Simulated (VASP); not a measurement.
NbBS4:

```xyz
6
Lattice="0.0000 3.5321 3.5321 3.5321 0.0000 3.5321 3.5321 3.5321 0.0000" Properties=species:S:1:pos:R:3 pbc="T T T"
Nb    1.7661    1.7661    1.7661
B     0.0000    0.0000    0.0000
S     4.4108    4.4108    4.4108
S     2.6535    2.6535    4.4108
S     2.6535    4.4108    2.6535
S     4.4108    2.6535    2.6535
```

```yaml
Program: VASP 6.6.1
Task: relaxation of cell and atoms
Functional: r2SCAN
Dispersion: rVV10
Potentials_or_basis: VASP PAW PBE potentials, release 64 (Nb_sv, B, S)
Cutoff: 600 eV
k_mesh: 6 × 6 × 6
Occupations: fermi-dirac, width 0.03 eV
Spin: no spin polarisation
```

At the start: pressure 2.4 GPa; volume 14.69 Å³/atom.

Question: How do energy, volume and symmetry change on relaxing?

Answer: Over 4 steps the energy falls by 3.4 meV/atom and the volume is 15.08 Å³/atom (+2.7 %); space group F-43m (No. 216, to 0.1 Å) before and after.

The path:
| step | energy change (eV) | largest force (eV/Å) | pressure (GPa) | volume (Å³) |
| --- | --- | --- | --- | --- |
| 1 | 0.0000 | 0.1643 | 2.42 | 88.13 |
| 2 | -0.0196 | 0.0341 | -0.49 | 91.00 |
| 3 | -0.0202 | 0.0524 | -0.09 | 90.57 |
| 4 | -0.0205 | 0.0025 | 0.00 | 90.50 |

Final structure:
```
CELL_PARAMETERS angstrom
0.00000 3.56342 3.56342
3.56342 0.00000 3.56342
3.56342 3.56342 0.00000
ATOMIC_POSITIONS crystal
Nb 0.25000 0.25000 0.25000
B 0.00000 0.00000 0.00000
S 0.62362 0.62362 0.62362
S 0.62362 0.62362 0.12914
S 0.62362 0.12914 0.62362
S 0.12914 0.62362 0.62362
```

Caveat: the PAW data sets were made with another functional, which shifts forces and pressure a little.
